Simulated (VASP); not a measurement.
# Pb (P6_3/mmc) in VASP: notebook

Runs on Pb. Level: PBEsol. Tasks: single point.

Program: VASP 6.6.1. These are calculated values, not measurements. Logs are shortened: lines on timing, memory, paths and dates and some standing lists are left out, and cuts for length are marked.

### Step 1. The cell of the first run

The structure is hexagonal, space group P6_3/mmc (No. 194). The conventional cell has a = 2.888 Å, b = 2.888 Å, c = 4.786 Å, α = 90.00°, β = 90.00°, γ = 120.00°. Within 3.8 Å of Pb (site symmetry -6m2) lie 12 Pb at 2.89 to 2.92 Å.

This isn't the form of Pb at room conditions, which is fcc.

### Step 2. Single point, PBEsol (17.28 Å³/atom)

Contents of INCAR:

```
SYSTEM = Pb
PREC = Accurate
ENCUT = 520
EDIFF = 1E-6
ISMEAR = -1
SIGMA = 0.05
LREAL = .False.
LASPH = .True.
NELM = 60
ALGO = Normal
ISIF = 2
LWAVE = .False.
LCHARG = .True.
GGA = PS
LELF = .True.
LVHAR = .True.
NBANDS = 21
```

Contents of KPOINTS:

```
regular mesh
0
Gamma
  14 14 8
  0 0 0
```

Contents of POSCAR:

```
Pb
1.0
    2.8875749640      0.0000000000      0.0000000000
   -1.4437874820      2.5007132741      0.0000000000
    0.0000000000      0.0000000000      4.7863652487
Pb
2
Direct
    0.3333333333      0.6666666667      0.2500000000
    0.6666666667      0.3333333333      0.7500000000
```

Potentials or basis: VASP PAW PBE potentials, release 64 (Pb_d).

Launch:

```bash
cat potpaw_PBE.64/Pb_d/POTCAR > POTCAR
mpirun -np 1 vasp_std > vasp.out
```

OUTCAR:

```text
SYSTEM = Pb
   PREC = Accurate
   ENCUT = 520
   EDIFF = 1E-6
   ISMEAR = -1
   LREAL = .False.
   LASPH = .True.
   NELM = 60
   ISIF = 2
   GGA = PS

 ion  position               nearest neighbor table
   1  0.333  0.667  0.250-   2 2.92   2 2.92   2 2.92   2 2.92   2 2.92   2 2.92   2 4.10   2 4.10
                             2 4.10   2 4.10   2 4.10   2 4.10
   2  0.667  0.333  0.750-   1 2.92   1 2.92   1 2.92   1 2.92   1 2.92   1 2.92   1 4.10   1 4.10
                             1 4.10   1 4.10   1 4.10   1 4.10

  LATTYP: Found a hexagonal cell.
 ALAT       =     2.8875749640
 C/A-ratio  =     1.6575726374

  Lattice vectors:

 A1 = (   2.8875749640,   0.0000000000,   0.0000000000)
 A2 = (  -1.4437874820,   2.5007132741,   0.0000000000)
 A3 = (   0.0000000000,   0.0000000000,   4.7863652487)

Analysis of symmetry for initial positions (statically):
=====================================================================
 Subroutine PRICEL returns:
 Original cell was already a primitive cell.

 Routine SETGRP: Setting up the symmetry group for a
 hexagonal supercell.

 Subroutine GETGRP returns: Found 24 space group operations
 (whereof 12 operations were pure point group operations)
 out of a pool of 24 trial point group operations.

The static configuration has the point symmetry D_3d.
 The point group associated with its full space group is D_6h.

Analysis of symmetry for dynamics (positions and initial velocities):
=====================================================================
 Subroutine PRICEL returns:
 Original cell was already a primitive cell.

 Routine SETGRP: Setting up the symmetry group for a
 hexagonal supercell.

 Subroutine GETGRP returns: Found 24 space group operations
 (whereof 12 operations were pure point group operations)
 out of a pool of 24 trial point group operations.

The dynamic configuration has the point symmetry D_3d.
 The point group associated with its full space group is D_6h.

 Subroutine INISYM returns: Found 24 space group operations
 (whereof 12 operations are pure point group operations),
 and found     1 'primitive' translations

----------------------------------------------------------------------------------------

                                     Primitive cell

[... 83 lines left out ...]
   ICHARG =      2    charge: 1-file 2-atom 10-const
   ISPIN  =      1    spin polarized calculation?
   LNONCOLLINEAR =      F non collinear calculations
   LSORBIT =      F    spin-orbit coupling
   LASPH  =      T    aspherical Exc in radial PAW
   ENCUT  =  520.0 eV  38.22 Ry    6.18 a.u.   5.37  5.37  8.90*2*pi/ulx,y,z
   NELM   =     60;   NELMIN=  2; NELMDL= -5     # of ELM steps
   EDIFF  = 0.1E-05   stopping-criterion for ELM
   LREAL  =      F    real-space projection
   EDIFFG = 0.1E-04   stopping-criterion for IOM
   NSW    =      0    number of steps for IOM
   IBRION =     -1    ionic relax: 0-MD 1-quasi-New 2-CG
   NFREE  =      0    steps in history (QN), initial steepest desc. (CG)
   ISIF   =      2    stress and relaxation
   ISYM   =      2    0-nonsym 1-usesym 2-fastsym
   POTIM  = 0.5000    time-step for ionic-motion
   TEBEG  =    0.0;   TEEND  =   0.0 temperature during run
   PSTRESS=    0.0 pullay stress
   NELECT =      28.0000    total number of electrons
   NUPDOWN=      -1.0000    fix difference up-down
   EMIN   =  10.00;   EMAX   =-10.00  energy-range for DOS
   EFERMI =   0.00;   METHOD = LEGACY
   ISMEAR =    -1;   SIGMA  =   0.05  broadening in eV -4-tet -1-fermi 0-gaus
   EFERMI_NEDOS =   21; number of points for ismear=-14 and -15
   IALGO  =     38    algorithm
   IMIX   =      4    mixing-type and parameters
     AMIX     =   0.40;   BMIX     =  1.00
     AMIX_MAG =   1.60;   BMIX_MAG =  1.00
  volume/ion in A,a.u.               =      17.28       116.62
  Fermi-wavevector in a.u.,A,eV,Ry     =   1.526136  2.883978 31.689199  2.329090
  Thomas-Fermi vector in A             =   2.634211
   LORBIT       =      0    0 simple, 1 ext, 2 COOP (PROOUT), +10 PAW based schemes
   GGA     = PS    functional components
   LHFCALC =     F    Hartree Fock is set to
   AEXX    =    0.0000 exact exchange contribution
   IVDW    =     0    specifies the selected vdW correction
   LEPSILON=     F    determine dielectric tensor
   LRPA    =     F    only Hartree local field effects (RPA)
 non-spin polarized calculation
  energy-cutoff  :      520.00
  volume of cell :       34.56
 maximum number of plane-waves:       966
 NGX is ok and might be reduce to    24
   NGX = 11   NGY = 11   NGZ = 17

 number of electron      28.0000012 magnetization

 Free energy of the ion-electron system (eV)
  ---------------------------------------------------
  ext. energy  EPLUGINS =         0.00000000
  ---------------------------------------------------
  free energy    TOTEN  =        -3.39129850 eV

  energy without entropy =       -3.38340278  energy(sigma->0) =       -3.38735064

 E-fermi :  15.7267     XC(G=0): -13.3574

 val. band max:       15.7113082398   @ k =   0.3571   0.2143   0.0000
 cond. band min:      15.7436477538   @ k =   0.3571   0.1429   0.2500
 fundamental gap:      0.0323395140
 Fermi energy:        15.7267241813

 k-point     1 :       0.0000    0.0000    0.0000
  band No.  band energies     occupation
      1      -3.3643      2.00000
      2      -2.7825      2.00000
      3      -2.6732      2.00000
      4      -2.6732      2.00000
      5      -2.5546      2.00000
      6      -2.5546      2.00000
[... 565 lines left out ...]
     20      31.6586      0.00000
     21      32.7761      0.00000

 [... further k-points ...]

------------------------ aborting loop because EDIFF is reached ----------------------------------------

  FORCE on cell =-STRESS in cart. coord.  units (eV):
  Direction    XX          YY          ZZ          XY          YZ          ZX
  --------------------------------------------------------------------------------------
  -------------------------------------------------------------------------------------
  Total       21.5282722     21.5282722     21.5981477      0.0000000     -0.0000000     -0.0000000
  in kB      997.9683205    997.9683205   1001.2074804      0.0000000     -0.0000000     -0.0000000
  external PRESSURE =     999.0480405 kB  Pullay stress =       0.0000000 kB

 VOLUME and BASIS-vectors are now :
 -----------------------------------------------------------------------------
  energy-cutoff  :      520.00
  volume of cell :       34.56
      direct lattice vectors                 reciprocal lattice vectors
     2.887574964  0.000000000  0.000000000     0.346311356  0.199942954  0.000000000
    -1.443787482  2.500713274  0.000000000     0.000000000  0.399885909  0.000000000
     0.000000000  0.000000000  4.786365249     0.000000000  0.000000000  0.208926805

 POSITION                                       TOTAL-FORCE (eV/Angst)
 -----------------------------------------------------------------------------------
     -0.00000      1.66714      1.19659         0.000000     -0.000000      0.000000
      1.44379      0.83357      3.58977        -0.000000      0.000000      0.000000
 -----------------------------------------------------------------------------------
    total drift:                               -0.000000      0.000000      0.000000

  FREE ENERGIE OF THE ION-ELECTRON SYSTEM (eV)
  ---------------------------------------------------
  free  energy   TOTEN  =        -3.3912984978 eV

  energy  without entropy=       -3.3834027833  energy(sigma->0) =       -3.38735064
```

Run time: 40 s. Hardware: 1 thread of AMD EPYC 9R45 (Zen 5), shared host; peak memory 0.17 GiB.

Results:

- Free energy: -3.3913 eV
- Pressure: 99.9 GPa
- Band gap on the k mesh: zero (bands 14 and 15 overlap by 12.16 eV)

Stress tensor (GPa, compression positive):
```
 99.80   0.00   0.00
  0.00  99.80   0.00
  0.00   0.00 100.12
```

Caveat: the cell stands under pressure; the PAW data sets were made with another functional, which shifts forces and pressure a little; spin-orbit coupling is left out, which moves the levels of the heavy elements.

### Step 3. Single point, PBEsol

This run uses another cell than the first one, of 20.26 Å³/atom.

Contents of INCAR:

```
ALGO = Normal
EDIFF = 1E-6
ENCUT = 520
GGA = PS
ISIF = 2
ISMEAR = -1
LASPH = True
LCHARG = False
LREAL = False
LWAVE = False
NBANDS = 21
NELM = 80
PREC = Accurate
SIGMA = 0.05
```

Contents of KPOINTS:

```
k-points
0
Gamma
  14 14 8
```

Contents of POSCAR:

```
Pb
1.0
    3.0420565861      0.0000000000      0.0000000000
   -1.5210282931      2.6344982833      0.0000000000
    0.0000000000      0.0000000000      5.0561356240
Pb
2
Direct
    0.3333333333      0.6666666667      0.2500000000
    0.6666666667      0.3333333333      0.7500000000
```

Potentials or basis: VASP PAW PBE potentials, release 64 (Pb_d).

Launch:

```bash
cat potpaw_PBE.64/Pb_d/POTCAR > POTCAR
mpirun -np 1 vasp_std > vasp.out
```

OUTCAR:

```text
EDIFF = 1E-6
   ENCUT = 520
   GGA = PS
   ISIF = 2
   ISMEAR = -1
   LASPH = True
   LREAL = False
   NELM = 80
   PREC = Accurate

 ion  position               nearest neighbor table
   1  0.333  0.667  0.250-   2 3.08   2 3.08   2 3.08   2 3.08   2 3.08   2 3.08
   2  0.667  0.333  0.750-   1 3.08   1 3.08   1 3.08   1 3.08   1 3.08   1 3.08

  LATTYP: Found a hexagonal cell.
 ALAT       =     3.0420565861
 C/A-ratio  =     1.6620780978

  Lattice vectors:

[... 762 lines left out ...]

 [... further k-points ...]

------------------------ aborting loop because EDIFF is reached ----------------------------------------

  FORCE on cell =-STRESS in cart. coord.  units (eV):
  Direction    XX          YY          ZZ          XY          YZ          ZX
  --------------------------------------------------------------------------------------
  -------------------------------------------------------------------------------------
  Total       12.0756949     12.0756949     12.0709926     -0.0000000      0.0000000      0.0000000
  in kB      477.4619745    477.4619745    477.2760522     -0.0000000      0.0000000      0.0000000
  external PRESSURE =     477.4000004 kB  Pullay stress =       0.0000000 kB

 VOLUME and BASIS-vectors are now :
 -----------------------------------------------------------------------------
  energy-cutoff  :      520.00
  volume of cell :       40.52
      direct lattice vectors                 reciprocal lattice vectors
     3.042056586  0.000000000  0.000000000     0.328724983  0.189789458  0.000000000
    -1.521028293  2.634498283  0.000000000     0.000000000  0.379578915  0.000000000
     0.000000000  0.000000000  5.056135624     0.000000000  0.000000000  0.197779505

 POSITION                                       TOTAL-FORCE (eV/Angst)
 -----------------------------------------------------------------------------------
     -0.00000      1.75633      1.26403        -0.000000      0.000000      0.000000
      1.52103      0.87817      3.79210         0.000000      0.000000      0.000000
 -----------------------------------------------------------------------------------
    total drift:                               -0.000000      0.000000     -0.000000

  FREE ENERGIE OF THE ION-ELECTRON SYSTEM (eV)
  ---------------------------------------------------
  free  energy   TOTEN  =        -6.0243040810 eV

  energy  without entropy=       -6.0161399945  energy(sigma->0) =       -6.02022204
```

OSZICAR:

```text
N       E                     dE             d eps       ncg     rms          rms(c)
DAV:   1     0.301336413740E+03    0.30134E+03   -0.14499E+04  5119   0.188E+03
DAV:   2     0.149488047641E+02   -0.28639E+03   -0.27934E+03  5105   0.434E+02
DAV:   3    -0.554352107072E+01   -0.20492E+02   -0.20236E+02  6098   0.144E+02
DAV:   4    -0.611185703811E+01   -0.56834E+00   -0.56797E+00  6161   0.251E+01
DAV:   5    -0.613591022326E+01   -0.24053E-01   -0.24052E-01  6989   0.465E+00    0.184E+00
DAV:   6    -0.605530794137E+01    0.80602E-01   -0.82843E-02  7023   0.509E+00    0.867E-01
DAV:   7    -0.602656716915E+01    0.28741E-01   -0.35490E-02  7085   0.308E+00    0.155E-01
DAV:   8    -0.602430067858E+01    0.22665E-02   -0.27257E-03  7109   0.707E-01    0.132E-02
DAV:   9    -0.602430730324E+01   -0.66247E-05   -0.35826E-05  7961   0.587E-02    0.933E-03
DAV:  10    -0.602430453962E+01    0.27636E-05   -0.16533E-06  4469   0.168E-02    0.870E-04
DAV:  11    -0.602430408099E+01    0.45863E-06   -0.37594E-07  3648   0.726E-03
   1 F= -.60243041E+01 E0= -.60202220E+01  d E =-.816409E-02
```

Wall time 39 s (1 thread of AMD EPYC 9R45 (Zen 5), shared host); peak memory 0.18 GiB.

Results:

```yaml
Free_energy: -6.0243 eV
Pressure: 47.7 GPa
Band_gap_on_the_k_mesh: zero (bands 14 and 15 overlap by 11.16 eV)
```

Caveat: the cell stands under pressure; the PAW data sets were made with another functional, which shifts forces and pressure a little; spin-orbit coupling is left out, which moves the levels of the heavy elements.

### Step 4. Single point, PBEsol (23.24 Å³/atom)

This run uses another cell than the first one, of 23.24 Å³/atom.

Contents of INCAR:

```
SYSTEM = Pb
PREC = Accurate
ENCUT = 520
EDIFF = 1E-6
ISMEAR = -1
SIGMA = 0.05
LREAL = .False.
LASPH = .True.
NELM = 100
ALGO = Normal
ISIF = 2
LWAVE = .False.
LCHARG = .False.
GGA = PS
NBANDS = 21
```

Contents of KPOINTS:

```
regular mesh
0
Gamma
  14 14 8
  0 0 0
```

Contents of POSCAR:

```
Pb
1.0
    3.1834640765      0.0000000000      0.0000000000
   -1.5917320383      2.7569607622      0.0000000000
    0.0000000000      0.0000000000      5.2958914438
Pb
2
Direct
    0.3333333333      0.6666666667      0.2500000000
    0.6666666667      0.3333333333      0.7500000000
```

Potentials or basis: VASP PAW PBE potentials, release 64 (Pb_d).

Launch:

```bash
cat potpaw_PBE.64/Pb_d/POTCAR > POTCAR
mpirun -np 1 vasp_std > vasp.out
```

OUTCAR:

```text
SYSTEM = Pb
   PREC = Accurate
   ENCUT = 520
   EDIFF = 1E-6
   ISMEAR = -1
   LREAL = .False.
   LASPH = .True.
   NELM = 100
   ISIF = 2
   GGA = PS

 ion  position               nearest neighbor table
   1  0.333  0.667  0.250-   2 3.22   2 3.22   2 3.22   2 3.22   2 3.22   2 3.22
   2  0.667  0.333  0.750-   1 3.22   1 3.22   1 3.22   1 3.22   1 3.22   1 3.22

  LATTYP: Found a hexagonal cell.
 ALAT       =     3.1834640765
 C/A-ratio  =     1.6635624956

  Lattice vectors:

 A1 = (   3.1834640765,   0.0000000000,   0.0000000000)
 A2 = (  -1.5917320383,   2.7569607622,   0.0000000000)
 A3 = (   0.0000000000,   0.0000000000,   5.2958914438)

Analysis of symmetry for initial positions (statically):
=====================================================================
 Subroutine PRICEL returns:
 Original cell was already a primitive cell.

 Routine SETGRP: Setting up the symmetry group for a
 hexagonal supercell.

 Subroutine GETGRP returns: Found 24 space group operations
 (whereof 12 operations were pure point group operations)
 out of a pool of 24 trial point group operations.

The static configuration has the point symmetry D_3d.
[... 160 lines left out ...]

  energy without entropy =       -7.26727417  energy(sigma->0) =       -7.27033950

 E-fermi :  10.4632     XC(G=0): -11.6898

 val. band max:       10.4291035291   @ k =   0.5000   0.0000   0.1250
 cond. band min:      10.4842753454   @ k =   0.3571   0.0000   0.2500
 fundamental gap:      0.0551718163
 Fermi energy:        10.4631730397

 k-point     1 :       0.0000    0.0000    0.0000
  band No.  band energies     occupation
      1      -7.0116      2.00000
      2      -6.8664      2.00000
      3      -6.8119      2.00000
      4      -6.8119      2.00000
      5      -6.7639      2.00000
      6      -6.7639      2.00000
[... 565 lines left out ...]
     20      25.0151      0.00000
     21      25.9804      0.00000

 [... further k-points ...]

------------------------ aborting loop because EDIFF is reached ----------------------------------------

  FORCE on cell =-STRESS in cart. coord.  units (eV):
  Direction    XX          YY          ZZ          XY          YZ          ZX
  --------------------------------------------------------------------------------------
  -------------------------------------------------------------------------------------
  Total        6.3718458      6.3718458      6.3721703     -0.0000000     -0.0000000      0.0000000
  in kB      219.6373659    219.6373659    219.6485527     -0.0000000     -0.0000000      0.0000000
  external PRESSURE =     219.6410948 kB  Pullay stress =       0.0000000 kB

 VOLUME and BASIS-vectors are now :
 -----------------------------------------------------------------------------
  energy-cutoff  :      520.00
  volume of cell :       46.48
      direct lattice vectors                 reciprocal lattice vectors
     3.183464076  0.000000000  0.000000000     0.314123224  0.181359128  0.000000000
    -1.591732038  2.756960762  0.000000000     0.000000000  0.362718256  0.000000000
     0.000000000  0.000000000  5.295891444     0.000000000  0.000000000  0.188825623

 POSITION                                       TOTAL-FORCE (eV/Angst)
 -----------------------------------------------------------------------------------
     -0.00000      1.83797      1.32397         0.000000     -0.000000      0.000000
      1.59173      0.91899      3.97192        -0.000000      0.000000      0.000000
 -----------------------------------------------------------------------------------
    total drift:                                0.000000     -0.000000      0.000000

  FREE ENERGIE OF THE ION-ELECTRON SYSTEM (eV)
  ---------------------------------------------------
  free  energy   TOTEN  =        -7.2734048264 eV

  energy  without entropy=       -7.2672741740  energy(sigma->0) =       -7.27033950
```

stdout:

```text
POSCAR found type information on POSCAR Pb
 POSCAR found :  1 types and       2 ions
 scaLAPACK will be used
 -----------------------------------------------------------------------------
|                                                                             |
|                                                                             |
|     You enforced a specific xc type in the INCAR file but a different       |
|     I HOPE YOU KNOW WHAT YOU ARE DOING!                                     |
|                                                                             |
 -----------------------------------------------------------------------------

 LDA part: xc-table for (Slater+PW92), standard interpolation
 POSCAR, INCAR and KPOINTS ok, starting setup
 FFT: planning ... GRIDC
 FFT: planning ... GRID_SOFT
 FFT: planning ... GRID
 WAVECAR not read
 entering main loop
```

It took 38 s on 1 thread of AMD EPYC 9R45 (Zen 5), shared host; peak memory 0.19 GiB.

Results:

```
Free energy            : -7.2734 eV
Pressure               : 22.0 GPa
Band gap on the k mesh : zero (bands 14 and 15 overlap by 9.85 eV)
```

Levels at points of the mesh, in eV from the Fermi level:
| k point | band 10 | band 11 | band 12 | band 13 | band 14 | band 15 | band 16 | band 17 | band 18 | band 19 |
| --- | --- | --- | --- | --- | --- | --- | --- | --- | --- | --- |
| (0.00, 0.00, 0.00) | -16.75 | -13.87 | -8.59 | -5.73 | 7.50 | 7.50 | 9.15 | 9.52 | 9.85 | 9.85 |
| (0.50, 0.00, 0.00) | -16.67 | -8.72 | -7.48 | -3.22 | -2.05 | -0.83 | 1.93 | 2.52 | 7.17 | 7.36 |
| (0.00, 0.00, 0.50) | -16.87 | -12.30 | -12.30 | 0.98 | 0.98 | 8.57 | 8.57 | 8.57 | 8.57 | 9.69 |
| (0.50, 0.00, 0.50) | -16.69 | -7.53 | -7.53 | -4.96 | -4.96 | 4.33 | 4.33 | 4.46 | 4.46 | 7.77 |

Caveat: the cell stands under pressure; the PAW data sets were made with another functional, which shifts forces and pressure a little; spin-orbit coupling is left out, which moves the levels of the heavy elements.

### Step 5. The runs side by side

| cell | gap on the mesh (eV) | pressure (GPa) |
| --- | --- | --- |
| a = 2.888, b = 2.888, c = 4.786 Å, angles 90.0, 90.0, 120.0°, 2 atoms | none | 99.9 |
| a = 3.042, b = 3.042, c = 5.056 Å, angles 90.0, 90.0, 120.0°, 2 atoms | none | 47.7 |
| a = 3.183, b = 3.183, c = 5.296 Å, angles 90.0, 90.0, 120.0°, 2 atoms | none | 22.0 |

Alike in all rows: task single point; level PBEsol; potentials or basis VASP PAW PBE potentials, release 64 (Pb_d); no spin polarisation; k mesh 14 × 14 × 8; cutoff (eV) 520; smearing fermi-dirac 0.05 eV.

Caveats: the cell stands under pressure; the PAW data sets were made with another functional, which shifts forces and pressure a little; spin-orbit coupling is left out, which moves the levels of the heavy elements.

Total energies depend on the potentials used, so only differences within one code and one set of settings carry meaning.

The gap in the log of VASP goes by the Fermi energy; the results here count the filled bands.